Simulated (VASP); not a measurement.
# Ni (P6_3/mmc) in VASP: notebook, part 2 of 2

VASP 6.6.1. The steps go on from the part before.

### 3 Single point, RPBE

This run uses another cell than the first one, of 11.19 Å³/atom, 0.926 times its volume.

Input file INCAR:

```
PREC = Accurate
ENCUT = 520
EDIFF = 1E-7
ISMEAR = -1
SIGMA = 0.1
LREAL = False
LASPH = True
NELM = 60
ALGO = Normal
ISIF = 2
LWAVE = False
LCHARG = False
GGA = RP
NBANDS = 28
```

Input file KPOINTS:

```
Automatic mesh
0
Gamma
  19 19 5
```

Input file POSCAR:

```
Ni
1.0
    2.5078650128      0.0000000000      0.0000000000
   -1.2539325064      2.1718748104      0.0000000000
    0.0000000000      0.0000000000      8.2166534368
Ni
4
Direct
    0.0000000000      1.0000000000      0.0000000000
    0.0000000000      1.0000000000      0.5000000000
    0.3333333333      0.6666666667      0.2500000000
    0.6666666667      0.3333333333      0.7500000000
```

Potentials or basis: VASP PAW PBE potentials, release 64 (Ni).

Run with:

```bash
$ cat potpaw_PBE.64/Ni/POTCAR > POTCAR
$ mpirun -np 1 vasp_std > vasp.out
```

OUTCAR:

```text
PREC = Accurate
   ENCUT = 520
   EDIFF = 1E-7
   ISMEAR = -1
   LREAL = False
   LASPH = True
   NELM = 60
   ISIF = 2
   GGA = RP

 ion  position               nearest neighbor table
   1  0.000  0.000  0.000-   3 2.51   4 2.51   4 2.51   3 2.51   4 2.51   3 2.51
   2  0.000  0.000  0.500-   3 2.51   4 2.51   4 2.51   3 2.51   4 2.51   3 2.51
   3  0.333  0.667  0.250-   1 2.51   2 2.51   1 2.51   2 2.51   1 2.51   2 2.51
   4  0.667  0.333  0.750-   1 2.51   2 2.51   1 2.51   2 2.51   1 2.51   2 2.51

  LATTYP: Found a hexagonal cell.
 ALAT       =     2.5078650128
 C/A-ratio  =     3.2763539484

  Lattice vectors:

 A1 = (   2.5078650128,   0.0000000000,   0.0000000000)
 A2 = (  -1.2539325064,   2.1718748104,   0.0000000000)
 A3 = (   0.0000000000,   0.0000000000,   8.2166534368)

Analysis of symmetry for initial positions (statically):
=====================================================================
 Subroutine PRICEL returns:
 Original cell was already a primitive cell.

 Routine SETGRP: Setting up the symmetry group for a
 hexagonal supercell.

 Subroutine GETGRP returns: Found 24 space group operations
 (whereof 12 operations were pure point group operations)
 out of a pool of 24 trial point group operations.

The static configuration has the point symmetry D_3d.
 The point group associated with its full space group is D_6h.

Analysis of symmetry for dynamics (positions and initial velocities):
=====================================================================
 Subroutine PRICEL returns:
 Original cell was already a primitive cell.

 Routine SETGRP: Setting up the symmetry group for a
 hexagonal supercell.

 Subroutine GETGRP returns: Found 24 space group operations
 (whereof 12 operations were pure point group operations)
 out of a pool of 24 trial point group operations.

The dynamic configuration has the point symmetry D_3d.
 The point group associated with its full space group is D_6h.

[... 119 lines left out ...]
   IALGO  =     38    algorithm
   IMIX   =      4    mixing-type and parameters
     AMIX     =   0.40;   BMIX     =  1.00
     AMIX_MAG =   1.60;   BMIX_MAG =  1.00
  volume/ion in A,a.u.               =      11.19        75.50
  Fermi-wavevector in a.u.,A,eV,Ry     =   1.576946  2.979996 33.834411  2.486759
  Thomas-Fermi vector in A             =   2.677702
   LORBIT       =      0    0 simple, 1 ext, 2 COOP (PROOUT), +10 PAW based schemes
   GGA     = RP    functional components
   LHFCALC =     F    Hartree Fock is set to
   AEXX    =    0.0000 exact exchange contribution
   IVDW    =     0    specifies the selected vdW correction
   LEPSILON=     F    determine dielectric tensor
   LRPA    =     F    only Hartree local field effects (RPA)
 non-spin polarized calculation
  energy-cutoff  :      520.00
  volume of cell :       44.75
 maximum number of plane-waves:      1231
 NGX is ok and might be reduce to    20
   NGX =  9   NGY =  9   NGZ = 31

 number of electron      40.0000023 magnetization

 Free energy of the ion-electron system (eV)
  ---------------------------------------------------
  ext. energy  EPLUGINS =         0.00000000
  ---------------------------------------------------
  free energy    TOTEN  =       -19.73498214 eV

  energy without entropy =      -19.36529631  energy(sigma->0) =      -19.55013922

 E-fermi :   8.9764     XC(G=0): -12.9644

 val. band max:        8.9756773471   @ k =   0.3158   0.2632   0.4000
 cond. band min:       8.9774859086   @ k =   0.4211   0.0526   0.0000
 fundamental gap:      0.0018085615
 Fermi energy:         8.9764084726

 k-point     1 :       0.0000    0.0000    0.0000
  band No.  band energies     occupation
      1       0.3058      2.00000
      2       2.5039      2.00000
      3       2.5041      2.00000
      4       4.6913      2.00000
      5       6.8127      2.00000
      6       6.8393      2.00000
[... 733 lines left out ...]
     27      19.0900      0.00000
     28      19.3096      0.00000

 [... further k-points ...]

------------------------ aborting loop because EDIFF is reached ----------------------------------------

  FORCE on cell =-STRESS in cart. coord.  units (eV):
  Direction    XX          YY          ZZ          XY          YZ          ZX
  --------------------------------------------------------------------------------------
  -------------------------------------------------------------------------------------
  Total        0.0804969      0.0804969      0.0645533      0.0000000      0.0000000      0.0000000
  in kB        2.8817476      2.8817476      2.3109757      0.0000000      0.0000000      0.0000000
  external PRESSURE =       2.6914903 kB  Pullay stress =       0.0000000 kB

 VOLUME and BASIS-vectors are now :
 -----------------------------------------------------------------------------
  energy-cutoff  :      520.00
  volume of cell :       44.75
      direct lattice vectors                 reciprocal lattice vectors
     2.507865013  0.000000000  0.000000000     0.398745544  0.230215847  0.000000000
    -1.253932506  2.171874810  0.000000000     0.000000000  0.460431695  0.000000000
     0.000000000  0.000000000  8.216653437     0.000000000  0.000000000  0.121704050

 POSITION                                       TOTAL-FORCE (eV/Angst)
 -----------------------------------------------------------------------------------
      0.00000      0.00000      0.00000         0.000000     -0.000000      0.000000
      0.00000      0.00000      4.10833         0.000000     -0.000000      0.000000
     -0.00000      1.44792      2.05416        -0.000000      0.000000     -0.000000
      1.25393      0.72396      6.16249         0.000000     -0.000000      0.000000
 -----------------------------------------------------------------------------------
    total drift:                                0.000000     -0.000000      0.000000

  FREE ENERGIE OF THE ION-ELECTRON SYSTEM (eV)
  ---------------------------------------------------
  free  energy   TOTEN  =       -19.7349821386 eV

  energy  without entropy=      -19.3652963053  energy(sigma->0) =      -19.55013922
```

OSZICAR:

```text
N       E                     dE             d eps       ncg     rms          rms(c)
DAV:   1     0.255050334852E+03    0.25505E+03   -0.18088E+04  6864   0.204E+03
DAV:   2    -0.914412696940E+01   -0.26419E+03   -0.25373E+03  6720   0.351E+02
DAV:   3    -0.232693361636E+02   -0.14125E+02   -0.13560E+02  7168   0.110E+02
DAV:   4    -0.234888769433E+02   -0.21954E+00   -0.21930E+00  7624   0.140E+01
DAV:   5    -0.234960778943E+02   -0.72010E-02   -0.72004E-02  8084   0.201E+00    0.183E+01
DAV:   6    -0.210734020656E+02    0.24227E+01   -0.29485E+01  7236   0.826E+01    0.122E+01
DAV:   7    -0.200359785908E+02    0.10374E+01   -0.69471E+00  7396   0.430E+01    0.926E+00
DAV:   8    -0.207396945176E+02   -0.70372E+00   -0.98160E+00  7772   0.564E+01    0.136E+01
DAV:   9    -0.197388684525E+02    0.10008E+01   -0.18894E+00  8012   0.301E+01    0.137E+00
DAV:  10    -0.197373926995E+02    0.14758E-02   -0.10994E-01  7544   0.364E+00    0.563E-01
DAV:  11    -0.197352661775E+02    0.21265E-02   -0.60409E-03  8304   0.867E-01    0.258E-01
DAV:  12    -0.197352145796E+02    0.51598E-04   -0.47128E-04  7000   0.241E-01    0.229E-01
DAV:  13    -0.197349768361E+02    0.23774E-03   -0.70979E-04  7796   0.427E-01    0.247E-02
DAV:  14    -0.197349843847E+02   -0.75485E-05   -0.51445E-05  7372   0.633E-02    0.218E-02
DAV:  15    -0.197349819781E+02    0.24065E-05   -0.16935E-05  7864   0.613E-02    0.506E-03
DAV:  16    -0.197349820516E+02   -0.73442E-07   -0.16595E-06  7932   0.179E-02    0.158E-03
DAV:  17    -0.197349821386E+02   -0.87070E-07   -0.16337E-07  3728   0.640E-03
   1 F= -.19734982E+02 E0= -.19550139E+02  d E =-.369686E+00
```

It took 2 min on 1 thread of Intel Xeon Platinum 8488C (Sapphire Rapids), shared host; peak memory 0.24 GiB.

Results:

| Item | Value |
| --- | --- |
| Free energy | -19.7350 eV |
| Pressure | 0.3 GPa |
| Band gap on the k mesh | zero (band 20 reaches 9.07 eV, above the bottom of band 21 at 8.52 eV) |

Caveat: the PAW data sets were made with another functional, which shifts forces and pressure a little; the run has no spin polarisation, though such a crystal can be magnetic. Spin polarisation is off, so any magnetic state and its effect on volume and gap are missing.

### 4 Single point, RPBE, collinear spin, ferromagnetic start

This run uses another cell than the first one, of 11.24 Å³/atom, 0.930 times its volume.

Input file INCAR:

```
  PREC = Accurate
  ENCUT = 520
  EDIFF = 1E-6
  ISMEAR = -1
  SIGMA = 0.05
  LREAL = False
  LASPH = True
  NELM = 150
  ALGO = Normal
  ISIF = 2
  LWAVE = False
  LCHARG = False
  ISPIN = 2
  MAGMOM = 0.715 0.715 0.724 0.724
  LORBIT = 11
  LMAXMIX = 4
  GGA = RP
  NBANDS = 32
```

KPOINTS is that of step 3.

Input file POSCAR:

```
Ni
1.0
    2.5126292021      0.0000000000      0.0000000000
   -1.2563146011      2.1760007193      0.0000000000
    0.0000000000      0.0000000000      8.2233462377
Ni
4
Direct
    0.0000000000      1.0000000000      1.0000000000
    0.0000000000      1.0000000000      0.5000000000
    0.3333333333      0.6666666667      0.2500000000
    0.6666666667      0.3333333333      0.7500000000
```

Potentials or basis: VASP PAW PBE potentials, release 64 (Ni).

Run with:

```bash
$ cat potpaw_PBE.64/Ni/POTCAR > POTCAR
$ mpirun -np 1 vasp_std > vasp.out
```

OUTCAR:

```text
PREC = Accurate
   ENCUT = 520
   EDIFF = 1E-6
   ISMEAR = -1
   LREAL = False
   LASPH = True
   NELM = 150
   ISIF = 2
   ISPIN = 2
   LORBIT = 11
   GGA = RP

 ion  position               nearest neighbor table
   1  0.000  0.000  0.000-   3 2.52   4 2.52   4 2.52   3 2.52   4 2.52   3 2.52
   2  0.000  0.000  0.500-   3 2.52   4 2.52   4 2.52   3 2.52   4 2.52   3 2.52
   3  0.333  0.667  0.250-   1 2.52   2 2.52   1 2.52   2 2.52   1 2.52   2 2.52
   4  0.667  0.333  0.750-   1 2.52   2 2.52   1 2.52   2 2.52   1 2.52   2 2.52

  LATTYP: Found a hexagonal cell.
 ALAT       =     2.5126292021
 C/A-ratio  =     3.2728053271

  Lattice vectors:

 A1 = (   2.5126292021,   0.0000000000,   0.0000000000)
 A2 = (  -1.2563146011,   2.1760007193,   0.0000000000)
 A3 = (   0.0000000000,   0.0000000000,   8.2233462377)

Analysis of symmetry for initial positions (statically):
=====================================================================
 Subroutine PRICEL returns:
 Original cell was already a primitive cell.

 Routine SETGRP: Setting up the symmetry group for a
 hexagonal supercell.

 Subroutine GETGRP returns: Found 24 space group operations
 (whereof 12 operations were pure point group operations)
 out of a pool of 24 trial point group operations.

The static configuration has the point symmetry D_3d.
 The point group associated with its full space group is D_6h.

Analysis of symmetry for dynamics (positions and initial velocities):
=====================================================================
 Subroutine PRICEL returns:
 Original cell was already a primitive cell.

 Routine SETGRP: Setting up the symmetry group for a
 hexagonal supercell.

 Subroutine GETGRP returns: Found 24 space group operations
 (whereof 12 operations were pure point group operations)
 out of a pool of 24 trial point group operations.

The dynamic configuration has the point symmetry D_3d.
 The point group associated with its full space group is D_6h.

[... 163 lines left out ...]
  energy without entropy =      -19.73404938  energy(sigma->0) =      -19.76518113

 E-fermi :   9.0931     XC(G=0): -12.9393

 val. band max:        9.0912636244   @ k =   0.3684   0.1579   0.4000
 cond. band min:       9.0967017633   @ k =   0.1053   0.0000   0.4000
 fundamental gap:      0.0054381389
 Fermi energy:         9.0931368297

 spin component 1

 k-point     1 :       0.0000    0.0000    0.0000
  band No.  band energies     occupation
      1       0.3082      1.00000
      2       2.4834      1.00000
      3       2.4875      1.00000
      4       4.4148      1.00000
      5       6.3855      1.00000
      6       6.4525      1.00000
[... 829 lines left out ...]
     31      24.4616      0.00000
     32      24.5747      0.00000

 [... further k-points ...]

 spin component 2

 k-point     1 :       0.0000    0.0000    0.0000
  band No.  band energies     occupation
      1       0.2402      1.00000
      2       2.4476      1.00000
      3       2.4483      1.00000
      4       4.8518      1.00000
      5       7.0915      1.00000
      6       7.0924      1.00000
[... 829 lines left out ...]
     31      24.5376      0.00000
     32      24.6585      0.00000

 [... further k-points ...]

------------------------ aborting loop because EDIFF is reached ----------------------------------------

  FORCE on cell =-STRESS in cart. coord.  units (eV):
  Direction    XX          YY          ZZ          XY          YZ          ZX
  --------------------------------------------------------------------------------------
  -------------------------------------------------------------------------------------
  Total       -0.0097362     -0.0097362      0.0649664      0.0000000      0.0000000      0.0000000
  in kB       -0.3469462     -0.3469462      2.3150669      0.0000000      0.0000000      0.0000000
  external PRESSURE =       0.5403915 kB  Pullay stress =       0.0000000 kB

 VOLUME and BASIS-vectors are now :
 -----------------------------------------------------------------------------
  energy-cutoff  :      520.00
  volume of cell :       44.96
      direct lattice vectors                 reciprocal lattice vectors
     2.512629202  0.000000000  0.000000000     0.397989484  0.229779336  0.000000000
    -1.256314601  2.176000719  0.000000000     0.000000000  0.459558672  0.000000000
     0.000000000  0.000000000  8.223346238     0.000000000  0.000000000  0.121604998

 POSITION                                       TOTAL-FORCE (eV/Angst)
 -----------------------------------------------------------------------------------
      0.00000      0.00000      0.00000        -0.000000      0.000000     -0.000000
      0.00000      0.00000      4.11167        -0.000000      0.000000     -0.000000
     -0.00000      1.45067      2.05584         0.000000     -0.000000     -0.000000
      1.25631      0.72533      6.16751        -0.000000      0.000000      0.000000
 -----------------------------------------------------------------------------------
    total drift:                                0.000000     -0.000000      0.000000

  FREE ENERGIE OF THE ION-ELECTRON SYSTEM (eV)
  ---------------------------------------------------
  free  energy   TOTEN  =       -19.7963128785 eV

  energy  without entropy=      -19.7340493756  energy(sigma->0) =      -19.76518113

 total charge

# of ion       s       p       d       tot
------------------------------------------
    1        0.482   0.467   8.298   9.247
    2        0.482   0.467   8.298   9.247
    3        0.482   0.469   8.296   9.247
    4        0.482   0.469   8.296   9.247
--------------------------------------------------
tot          1.928   1.873  33.187  36.989

 magnetization (x)

# of ion       s       p       d       tot
------------------------------------------
    1       -0.006  -0.027   0.693   0.659
    2       -0.006  -0.027   0.693   0.659
    3       -0.007  -0.028   0.702   0.668
    4       -0.007  -0.028   0.702   0.668
--------------------------------------------------
tot         -0.026  -0.110   2.790   2.655
```

OSZICAR:

```text
N       E                     dE             d eps       ncg     rms          rms(c)
DAV:   1     0.254786092358E+03    0.25479E+03   -0.17309E+04 15832   0.176E+03
DAV:   2    -0.622186978949E+01   -0.26101E+03   -0.24584E+03 15360   0.320E+02
DAV:   3    -0.231933996063E+02   -0.16972E+02   -0.16200E+02 17480   0.104E+02
DAV:   4    -0.234822194770E+02   -0.28882E+00   -0.28848E+00 17616   0.140E+01
DAV:   5    -0.234921634723E+02   -0.99440E-02   -0.99434E-02 19688   0.205E+00    0.187E+01
DAV:   6    -0.210815284073E+02    0.24106E+01   -0.22599E+01 17512   0.728E+01    0.124E+01
DAV:   7    -0.198598633309E+02    0.12217E+01   -0.44839E+00 17472   0.314E+01    0.456E+00
DAV:   8    -0.209726387911E+02   -0.11128E+01   -0.52692E+00 19048   0.445E+01    0.162E+01
DAV:   9    -0.197961086306E+02    0.11765E+01   -0.23155E+00 18880   0.339E+01    0.179E+00
DAV:  10    -0.197967790754E+02   -0.67044E-03   -0.82340E-02 18248   0.284E+00    0.535E-01
DAV:  11    -0.197967203543E+02    0.58721E-04   -0.78323E-03 18584   0.798E-01    0.342E-01
DAV:  12    -0.197964528276E+02    0.26753E-03   -0.57646E-04 19352   0.354E-01    0.185E-01
DAV:  13    -0.197962843810E+02    0.16845E-03   -0.25531E-04 27608   0.239E-01    0.521E-02
DAV:  14    -0.197963048525E+02   -0.20471E-04   -0.67545E-05 20152   0.955E-02    0.282E-02
DAV:  15    -0.197963101341E+02   -0.52816E-05   -0.25696E-05 21160   0.874E-02    0.136E-02
DAV:  16    -0.197963127551E+02   -0.26210E-05   -0.36445E-06 14632   0.261E-02    0.708E-03
DAV:  17    -0.197963128785E+02   -0.12340E-06   -0.93221E-07  9184   0.159E-02
   1 F= -.19796313E+02 E0= -.19765181E+02  d E =-.622635E-01  mag=     2.5879
```

stdout:

```text
POSCAR found type information on POSCAR Ni
 POSCAR found :  1 types and       4 ions
 scaLAPACK will be used
 -----------------------------------------------------------------------------
|                                                                             |
|                                                                             |
|     You enforced a specific xc type in the INCAR file but a different       |
|     I HOPE YOU KNOW WHAT YOU ARE DOING!                                     |
|                                                                             |
 -----------------------------------------------------------------------------

 LDA part: xc-table for (Slater+PW92), standard interpolation
 POSCAR, INCAR and KPOINTS ok, starting setup
 FFT: planning ... GRIDC
 FFT: planning ... GRID_SOFT
 FFT: planning ... GRID
 WAVECAR not read
 entering main loop
```

Run time: 7.3 min. Hardware: 1 thread of Intel Xeon Platinum 8375C at 2.90GHz (Ice Lake), shared host; peak memory 0.34 GiB.

What came out:

| Quantity | Value |
| --- | --- |
| Free energy | -19.7963 eV |
| Pressure | 0.1 GPa |
| Net moment | 2.59 μB per cell |
| Site moments | Ni +0.66, +0.67 μB |
| Valence electrons inside the program's atomic spheres | Ni 9.25 |

Caveat: the PAW data sets were made with another functional, which shifts forces and pressure a little.

### 5 Overview

```csv
spin,cell,k mesh,smearing,gap on the mesh (eV),pressure (GPa)
off,"a = 2.573, b = 2.573, c = 8.430 Å, angles 90.0, 90.0, 120.0°, 4 atoms",16 × 16 × 5,fermi-dirac 0.1 eV,none,-11.0
off,"a = 2.508, b = 2.508, c = 8.217 Å, angles 90.0, 90.0, 120.0°, 4 atoms",19 × 19 × 5,fermi-dirac 0.1 eV,none,0.3
"collinear, ferromagnetic start","a = 2.513, b = 2.513, c = 8.223 Å, angles 90.0, 90.0, 120.0°, 4 atoms",19 × 19 × 5,fermi-dirac 0.05 eV,none,0.1
```

Alike in all rows: task single point; level RPBE; potentials or basis VASP PAW PBE potentials, release 64 (Ni); cutoff (eV) 520.

Caveats: the PAW data sets were made with another functional, which shifts forces and pressure a little.

Total energies depend on the potentials used, so only differences within one code and one set of settings carry meaning.
